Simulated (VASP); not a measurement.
# NbP (Fm-3m) in VASP: settings compared

NbP is run at these levels: PBE, revPBE; tasks: single point.

Program: VASP 6.6.1. These are calculated values, not measurements. Logs are shortened: lines on timing, memory, paths and dates and some standing lists are left out, and cuts for length are marked.

### 1 The cell of the first run

It takes space group Fm-3m (No. 225, cubic). The conventional cell has a = 5.026 Å, b = 5.026 Å, c = 5.026 Å, α = 90.00°, β = 90.00°, γ = 90.00°. Nb (site symmetry m-3m) has 6 P at 2.51 Å within 3.3 Å. P (site symmetry m-3m) has 6 Nb at 2.51 Å within 3.3 Å.

### 2 Single point, PBE

INCAR

```
  PREC = Accurate
  ENCUT = 500
  EDIFF = 1E-6
  ISMEAR = -1
  SIGMA = 0.0454
  LREAL = F
  LASPH = T
  NELM = 120
  ALGO = Normal
  ISIF = 2
  LWAVE = F
  LCHARG = F
  GGA = PE
  NBANDS = 16
  GGA_COMPAT = F
```

KPOINTS

```
Automatic mesh
0
Gamma
  6 6 6
```

POSCAR

```
NbP
1.0
    0.0000000000      2.5130290000      2.5130290000
    2.5130290000      0.0000000000      2.5130290000
    2.5130290000      2.5130290000      0.0000000000
Nb P
1 1
Direct
    0.0000000000      0.0000000000      0.0000000000
    0.5000000000      0.5000000000      0.5000000000
```

Potentials or basis: VASP PAW PBE potentials, release 64 (Nb_sv, P).

On the command line:

```
$ cat potpaw_PBE.64/Nb_sv/POTCAR potpaw_PBE.64/P/POTCAR > POTCAR
$ mpirun -np 1 vasp_std > vasp.out
```

OUTCAR:

```text
PREC = Accurate
   ENCUT = 500
   EDIFF = 1E-6
   ISMEAR = -1
   LREAL = F
   LASPH = T
   NELM = 120
   ISIF = 2
   GGA = PE

 ion  position               nearest neighbor table
   1  0.000  0.000  0.000-   2 2.51   2 2.51   2 2.51   2 2.51   2 2.51   2 2.51
   2  0.500  0.500  0.500-   1 2.51   1 2.51   1 2.51   1 2.51   1 2.51   1 2.51

  LATTYP: Found a face centered cubic cell.
 ALAT       =     5.0260580000

  Lattice vectors:

 A1 = (   0.0000000000,   2.5130290000,   2.5130290000)
 A2 = (   2.5130290000,   0.0000000000,   2.5130290000)
 A3 = (   2.5130290000,   2.5130290000,   0.0000000000)

Analysis of symmetry for initial positions (statically):
=====================================================================
 Subroutine PRICEL returns:
 Original cell was already a primitive cell.

 Routine SETGRP: Setting up the symmetry group for a
 face centered cubic supercell.

 Subroutine GETGRP returns: Found 48 space group operations
 (whereof 48 operations were pure point group operations)
 out of a pool of 48 trial point group operations.

The static configuration has the point symmetry O_h .

Analysis of symmetry for dynamics (positions and initial velocities):
=====================================================================
 Subroutine PRICEL returns:
 Original cell was already a primitive cell.

 Routine SETGRP: Setting up the symmetry group for a
 face centered cubic supercell.

 Subroutine GETGRP returns: Found 48 space group operations
 (whereof 48 operations were pure point group operations)
 out of a pool of 48 trial point group operations.

The dynamic configuration has the point symmetry O_h .

 Subroutine INISYM returns: Found 48 space group operations
 (whereof 48 operations are pure point group operations),
 and found     1 'primitive' translations

----------------------------------------------------------------------------------------

                                     Primitive cell

  volume of cell :      31.7411

  direct lattice vectors                    reciprocal lattice vectors
     0.000000000  2.513029000  2.513029000    -0.198963084  0.198963084  0.198963084
     2.513029000  0.000000000  2.513029000     0.198963084 -0.198963084  0.198963084
     2.513029000  2.513029000  0.000000000     0.198963084  0.198963084 -0.198963084

  length of vectors
     3.553959694  3.553959694  3.553959694     0.344614170  0.344614170  0.344614170

  position of ions in fractional coordinates (direct lattice)
     0.000000000  0.000000000  0.000000000
     0.500000000  0.500000000  0.500000000

  ion indices of the primitive-cell ions
   primitive index   ion index
                 1           1
                 2           2

----------------------------------------------------------------------------------------

 KPOINTS: Automatic mesh

Automatic generation of k-mesh.
 Grid dimensions read from file:
 generate k-points for:    6    6    6

 Generating k-lattice:

  Cartesian coordinates                     Fractional coordinates (reciprocal lattice)
    -0.033160514  0.033160514  0.033160514     0.166666667  0.000000000  0.000000000
     0.033160514 -0.033160514  0.033160514     0.000000000  0.166666667  0.000000000
     0.033160514  0.033160514 -0.033160514     0.000000000  0.000000000  0.166666667

  Length of vectors
     0.057435695  0.057435695  0.057435695

  Shift w.r.t. Gamma in fractional coordinates (k-lattice)
     0.000000000  0.000000000  0.000000000

 Subroutine IBZKPT returns following result:
 ===========================================

 Found     16 irreducible k-points:

 Following reciprocal coordinates:
            Coordinates               Weight
  0.000000  0.000000  0.000000      1.000000
  0.166667  0.000000  0.000000      8.000000
  0.333333  0.000000  0.000000      8.000000
  0.500000  0.000000  0.000000      4.000000
  0.166667  0.166667  0.000000      6.000000
  0.333333  0.166667  0.000000     24.000000
[... 8 lines left out ...]
 -0.333333  0.333333  0.166667     24.000000
 -0.333333  0.500000  0.166667     12.000000
   k-points           NKPTS =     16   k-points in BZ     NKDIM =     16   number of bands    NBANDS=     16
   number of dos      NEDOS =    301   number of ions     NIONS =      2
   total plane-waves  NPLWV =  21952
   dimension x,y,z NGX =    28 NGY =   28 NGZ =   28
   dimension x,y,z NGXF=    56 NGYF=   56 NGZF=   56
   ions per type =               1   1
   NGX,Y,Z   is equivalent  to a cutoff of  13.10, 13.10, 13.10 a.u.
   NGXF,Y,Z  is equivalent  to a cutoff of  26.20, 26.20, 26.20 a.u.
 SYSTEM =  unknown system
   PREC   = accura    normal or accurate (medium, high low for compatibility)
   ISTART =      0    job   : 0-new  1-cont  2-samecut
   ICHARG =      2    charge: 1-file 2-atom 10-const
   ISPIN  =      1    spin polarized calculation?
   LNONCOLLINEAR =      F non collinear calculations
   LSORBIT =      F    spin-orbit coupling
   LASPH  =      T    aspherical Exc in radial PAW
   ENCUT  =  500.0 eV  36.75 Ry    6.06 a.u.   6.48  6.48  6.48*2*pi/ulx,y,z
   NELM   =    120;   NELMIN=  2; NELMDL= -5     # of ELM steps
   EDIFF  = 0.1E-05   stopping-criterion for ELM
   LREAL  =      F    real-space projection
   EDIFFG = 0.1E-04   stopping-criterion for IOM
   NSW    =      0    number of steps for IOM
   IBRION =     -1    ionic relax: 0-MD 1-quasi-New 2-CG
   NFREE  =      0    steps in history (QN), initial steepest desc. (CG)
   ISIF   =      2    stress and relaxation
   ISYM   =      2    0-nonsym 1-usesym 2-fastsym
   POTIM  = 0.5000    time-step for ionic-motion
   TEBEG  =    0.0;   TEEND  =   0.0 temperature during run
   PSTRESS=    0.0 pullay stress
   NELECT =      18.0000    total number of electrons
   NUPDOWN=      -1.0000    fix difference up-down
   EMIN   =  10.00;   EMAX   =-10.00  energy-range for DOS
   EFERMI =   0.00;   METHOD = LEGACY
   ISMEAR =    -1;   SIGMA  =   0.05  broadening in eV -4-tet -1-fermi 0-gaus
   EFERMI_NEDOS =   21; number of points for ismear=-14 and -15
   IALGO  =     38    algorithm
   IMIX   =      4    mixing-type and parameters
     AMIX     =   0.40;   BMIX     =  1.00
     AMIX_MAG =   1.60;   BMIX_MAG =  1.00
  volume/ion in A,a.u.               =      15.87       107.10
  Fermi-wavevector in a.u.,A,eV,Ry     =   1.355059  2.560690 24.982808  1.836185
  Thomas-Fermi vector in A             =   2.482178
   LORBIT       =      0    0 simple, 1 ext, 2 COOP (PROOUT), +10 PAW based schemes
   GGA     = PE    functional components
   LHFCALC =     F    Hartree Fock is set to
   AEXX    =    0.0000 exact exchange contribution
   IVDW    =     0    specifies the selected vdW correction
   LEPSILON=     F    determine dielectric tensor
   LRPA    =     F    only Hartree local field effects (RPA)
 non-spin polarized calculation
  energy-cutoff  :      500.00
  volume of cell :       31.74
 maximum number of plane-waves:       821
 NGX is ok and might be reduce to    28
   NGX = 13   NGY = 13   NGZ = 13

 number of electron      17.9999998 magnetization

 Free energy of the ion-electron system (eV)
  ---------------------------------------------------
  ext. energy  EPLUGINS =         0.00000000
  ---------------------------------------------------
  free energy    TOTEN  =       -16.80466717 eV

  energy without entropy =      -16.78702075  energy(sigma->0) =      -16.79584396

 E-fermi :  11.6197     XC(G=0): -12.0315

 val. band max:       11.6037510709   @ k =   0.3333   0.0000   0.0000
 cond. band min:      11.6832654961   @ k =   0.3333   0.1667   0.0000
 fundamental gap:      0.0795144252
 Fermi energy:        11.6197304168

 k-point     1 :       0.0000    0.0000    0.0000
  band No.  band energies     occupation
      1     -44.0789      2.00000
      2     -20.0861      2.00000
      3     -20.0861      2.00000
      4     -20.0861      2.00000
      5      -1.8335      2.00000
      6       9.7617      2.00000
[... 8 lines left out ...]
     15      19.6932      0.00000
     16      24.7822      0.00000

 k-point     2 :       0.1667    0.0000    0.0000
  band No.  band energies     occupation
      1     -44.0728      2.00000
      2     -20.1604      2.00000
      3     -20.0943      2.00000
      4     -20.0943      2.00000
      5      -1.3369      2.00000
      6       8.1125      2.00000
[... 8 lines left out ...]
     15      20.4752      0.00000
     16      23.3722      0.00000

 k-point     3 :       0.3333    0.0000    0.0000
  band No.  band energies     occupation
      1     -44.0606      2.00000
      2     -20.3055      2.00000
      3     -20.1105      2.00000
      4     -20.1105      2.00000
      5      -0.0617      2.00000
      6       5.6317      2.00000
[... 8 lines left out ...]
     15      20.3591      0.00000
     16      20.3591      0.00000

 k-point     4 :       0.5000    0.0000    0.0000
  band No.  band energies     occupation
      1     -44.0544      2.00000
      2     -20.3763      2.00000
      3     -20.1186      2.00000
      4     -20.1186      2.00000
      5       0.9631      2.00000
      6       4.2042      2.00000
[... 8 lines left out ...]
     15      19.0675      0.00000
     16      19.0675      0.00000
[... 172 lines left out ...]
 k-point    14 :       0.5000    0.3333    0.1667
  band No.  band energies     occupation
      1     -44.0526      2.00000
      2     -20.2940      2.00000
      3     -20.1949      2.00000
      4     -20.1443      2.00000
      5       0.2078      2.00000
      6       5.6367      2.00000
[... 8 lines left out ...]
     15      19.8123      0.00000
     16      20.4925      0.00000

 k-point    15 :      -0.3333    0.3333    0.1667
  band No.  band energies     occupation
      1     -44.0486      2.00000
      2     -20.3024      2.00000
      3     -20.2249      2.00000
      4     -20.1612      2.00000
      5       0.5134      2.00000
      6       5.6181      2.00000
[... 8 lines left out ...]
     15      20.8706      0.00000
     16      21.8885      0.00000

 k-point    16 :      -0.3333    0.5000    0.1667
  band No.  band energies     occupation
      1     -44.0467      2.00000
      2     -20.2968      2.00000
      3     -20.2226      2.00000
      4     -20.1913      2.00000
      5       0.2336      2.00000
      6       6.5761      2.00000
[... 8 lines left out ...]
     15      21.2552      0.00000
     16      21.5911      0.00000

------------------------ aborting loop because EDIFF is reached ----------------------------------------

  FORCE on cell =-STRESS in cart. coord.  units (eV):
  Direction    XX          YY          ZZ          XY          YZ          ZX
  --------------------------------------------------------------------------------------
  -------------------------------------------------------------------------------------
  Total        1.0587441      1.0587441      1.0587441      0.0000000      0.0000000     -0.0000000
  in kB       53.4415531     53.4415531     53.4415531      0.0000000      0.0000000     -0.0000000
  external PRESSURE =      53.4415531 kB  Pullay stress =       0.0000000 kB

 VOLUME and BASIS-vectors are now :
 -----------------------------------------------------------------------------
  energy-cutoff  :      500.00
  volume of cell :       31.74
      direct lattice vectors                 reciprocal lattice vectors
     0.000000000  2.513029000  2.513029000    -0.198963084  0.198963084  0.198963084
     2.513029000  0.000000000  2.513029000     0.198963084 -0.198963084  0.198963084
     2.513029000  2.513029000  0.000000000     0.198963084  0.198963084 -0.198963084

 POSITION                                       TOTAL-FORCE (eV/Angst)
 -----------------------------------------------------------------------------------
      0.00000      0.00000      0.00000        -0.000000      0.000000     -0.000000
      2.51303      2.51303      2.51303         0.000000     -0.000000      0.000000
 -----------------------------------------------------------------------------------
    total drift:                               -0.000000      0.000000      0.000000

  FREE ENERGIE OF THE ION-ELECTRON SYSTEM (eV)
  ---------------------------------------------------
  free  energy   TOTEN  =       -16.8046671726 eV

  energy  without entropy=      -16.7870207526  energy(sigma->0) =      -16.79584396
```

Wall time 6.6 s (1 thread of Intel Xeon Platinum 8559C (Emerald Rapids), shared host); peak memory 0.15 GiB.

What came out:

```
Free energy            : -16.8047 eV
Pressure               : 5.3 GPa
Band gap on the k mesh : zero (band 9 reaches 12.56 eV, above the bottom of band 10 at 10.33 eV)
```

Levels at points of the mesh, in eV from the Fermi level:
| k point | band 5 | band 6 | band 7 | band 8 | band 9 | band 10 | band 11 | band 12 | band 13 | band 14 |
| --- | --- | --- | --- | --- | --- | --- | --- | --- | --- | --- |
| (0.00, 0.00, 0.00) | -13.45 | -1.86 | -1.86 | -1.86 | -1.29 | -1.29 | -0.41 | -0.41 | -0.41 | 6.35 |
| (0.50, 0.00, 0.00) | -10.66 | -7.42 | -4.86 | -4.86 | 0.94 | 0.94 | 2.00 | 3.15 | 6.53 | 6.53 |
| (0.50, 0.50, 0.00) | -11.75 | -5.08 | -3.93 | -2.15 | -2.15 | -0.13 | 1.72 | 1.72 | 2.81 | 5.29 |

Caveat: the k points lie up to 0.36 Å⁻¹ apart.

### 3 Single point, PBE

INCAR

```
SYSTEM = NbP
  PREC = Accurate
  ENCUT = 500
  EDIFF = 1E-6
  ISMEAR = -1
  SIGMA = 0.0454
  LREAL = .FALSE.
  LASPH = .TRUE.
  NELM = 120
  ALGO = Normal
  ISIF = 2
  LWAVE = .FALSE.
  LCHARG = .FALSE.
  GGA = PE
  NBANDS = 16
  GGA_COMPAT = .FALSE.
```

KPOINTS

```
regular mesh
0
G
  6 6 6
  0 0 0
```

POSCAR is that of step 2.

Potentials or basis: VASP PAW PBE potentials, release 64 (Nb_sv, P).

On the command line:

```
$ cat potpaw_PBE.64/Nb_sv/POTCAR potpaw_PBE.64/P/POTCAR > POTCAR
$ mpirun -np 1 vasp_std > vasp.out
```

Wall time 6.5 s (1 thread of Intel Xeon Platinum 8559C (Emerald Rapids), shared host); peak memory 0.15 GiB.

Results (log left out):

| Property | Result |
| --- | --- |
| Free energy | -16.8047 eV |
| Pressure | 5.3 GPa |
| Band gap on the k mesh | zero (band 9 reaches 12.56 eV, above the bottom of band 10 at 10.33 eV) |

Levels at points of the mesh, in eV from the Fermi level:
```tsv
k point	band 6	band 7	band 8	band 9	band 10	band 11	band 12	band 13
(0.00, 0.00, 0.00)	-1.86	-1.86	-1.86	-1.29	-1.29	-0.41	-0.41	-0.41
(0.50, 0.00, 0.00)	-7.42	-4.86	-4.86	0.94	0.94	2.00	3.15	6.53
(0.50, 0.50, 0.00)	-5.08	-3.93	-2.15	-2.15	-0.13	1.72	1.72	2.81
```

Caveat: the k points lie up to 0.36 Å⁻¹ apart.

### 4 Single point, revPBE

INCAR

```
PREC = Accurate
ENCUT = 500
EDIFF = 1E-6
ISMEAR = -1
SIGMA = 0.0454
LREAL = F
LASPH = T
NELM = 120
ALGO = Normal
ISIF = 2
LWAVE = F
LCHARG = F
GGA = RE
NBANDS = 16
GGA_COMPAT = F
```

KPOINTS

```
regular mesh
0
Gamma
  6 6 6
```

POSCAR is that of step 3.

Potentials or basis: VASP PAW PBE potentials, release 64 (Nb_sv, P).

On the command line:

```
$ cat potpaw_PBE.64/Nb_sv/POTCAR potpaw_PBE.64/P/POTCAR > POTCAR
$ mpirun -np 1 vasp_std > vasp.out
```

OUTCAR:

```text
PREC = Accurate
   ENCUT = 500
   EDIFF = 1E-6
   ISMEAR = -1
   LREAL = F
   LASPH = T
   NELM = 120
   ISIF = 2
   GGA = RE

 ion  position               nearest neighbor table
   1  0.000  0.000  0.000-   2 2.51   2 2.51   2 2.51   2 2.51   2 2.51   2 2.51
   2  0.500  0.500  0.500-   1 2.51   1 2.51   1 2.51   1 2.51   1 2.51   1 2.51

  LATTYP: Found a face centered cubic cell.
 ALAT       =     5.0260580000

  Lattice vectors:

 A1 = (   0.0000000000,   2.5130290000,   2.5130290000)
 A2 = (   2.5130290000,   0.0000000000,   2.5130290000)
 A3 = (   2.5130290000,   2.5130290000,   0.0000000000)

Analysis of symmetry for initial positions (statically):
=====================================================================
 Subroutine PRICEL returns:
 Original cell was already a primitive cell.

 Routine SETGRP: Setting up the symmetry group for a
 face centered cubic supercell.

 Subroutine GETGRP returns: Found 48 space group operations
 (whereof 48 operations were pure point group operations)
 out of a pool of 48 trial point group operations.

[... 150 lines left out ...]

  energy without entropy =      -16.03790068  energy(sigma->0) =      -16.04671721

 E-fermi :  11.6770     XC(G=0): -11.9947

 val. band max:       11.6628079008   @ k =   0.3333   0.0000   0.0000
 cond. band min:      11.7368328723   @ k =   0.3333   0.1667   0.0000
 fundamental gap:      0.0740249716
 Fermi energy:        11.6770221143

 k-point     1 :       0.0000    0.0000    0.0000
  band No.  band energies     occupation
      1     -44.0387      2.00000
      2     -20.0458      2.00000
      3     -20.0458      2.00000
      4     -20.0458      2.00000
      5      -1.7785      2.00000
      6       9.8205      2.00000
[... 281 lines left out ...]
      3     -20.1820      2.00000
      4     -20.1507      2.00000
      5       0.2900      2.00000
      6       6.6258      2.00000
[... 8 lines left out ...]
     15      21.2951      0.00000
     16      21.6231      0.00000

------------------------ aborting loop because EDIFF is reached ----------------------------------------

  FORCE on cell =-STRESS in cart. coord.  units (eV):
  Direction    XX          YY          ZZ          XY          YZ          ZX
  --------------------------------------------------------------------------------------
  -------------------------------------------------------------------------------------
  Total        1.4082278      1.4082278      1.4082278     -0.0000000     -0.0000000      0.0000000
  in kB       71.0822243     71.0822243     71.0822243     -0.0000000     -0.0000000      0.0000000
  external PRESSURE =      71.0822243 kB  Pullay stress =       0.0000000 kB

 VOLUME and BASIS-vectors are now :
 -----------------------------------------------------------------------------
  energy-cutoff  :      500.00
  volume of cell :       31.74
      direct lattice vectors                 reciprocal lattice vectors
     0.000000000  2.513029000  2.513029000    -0.198963084  0.198963084  0.198963084
     2.513029000  0.000000000  2.513029000     0.198963084 -0.198963084  0.198963084
     2.513029000  2.513029000  0.000000000     0.198963084  0.198963084 -0.198963084

 POSITION                                       TOTAL-FORCE (eV/Angst)
 -----------------------------------------------------------------------------------
      0.00000      0.00000      0.00000         0.000000      0.000000      0.000000
      2.51303      2.51303      2.51303         0.000000      0.000000     -0.000000
 -----------------------------------------------------------------------------------
    total drift:                               -0.000000      0.000000      0.000000

  FREE ENERGIE OF THE ION-ELECTRON SYSTEM (eV)
  ---------------------------------------------------
  free  energy   TOTEN  =       -16.0555337394 eV

  energy  without entropy=      -16.0379006774  energy(sigma->0) =      -16.04671721
```

stdout:

```text
POSCAR found type information on POSCAR NbP
 POSCAR found :  2 types and       2 ions
 scaLAPACK will be used
 -----------------------------------------------------------------------------
|                                                                             |
|                                                                             |
|     You enforced a specific xc type in the INCAR file but a different       |
|     I HOPE YOU KNOW WHAT YOU ARE DOING!                                     |
|                                                                             |
 -----------------------------------------------------------------------------

 LDA part: xc-table for (Slater+PW92), standard interpolation
 POSCAR, INCAR and KPOINTS ok, starting setup
 FFT: planning ... GRIDC
 FFT: planning ... GRID_SOFT
 FFT: planning ... GRID
 WAVECAR not read
 entering main loop
```

Run time: 6.6 s. Hardware: 1 thread of Intel Xeon Platinum 8559C (Emerald Rapids), shared host; peak memory 0.15 GiB.

Results:

- Free energy: -16.0555 eV
- Pressure: 7.1 GPa
- Band gap on the k mesh: zero (band 9 reaches 12.62 eV, above the bottom of band 10 at 10.37 eV)

Caveat: the k points lie up to 0.36 Å⁻¹ apart; the PAW data sets were made with another functional, which shifts forces and pressure a little.
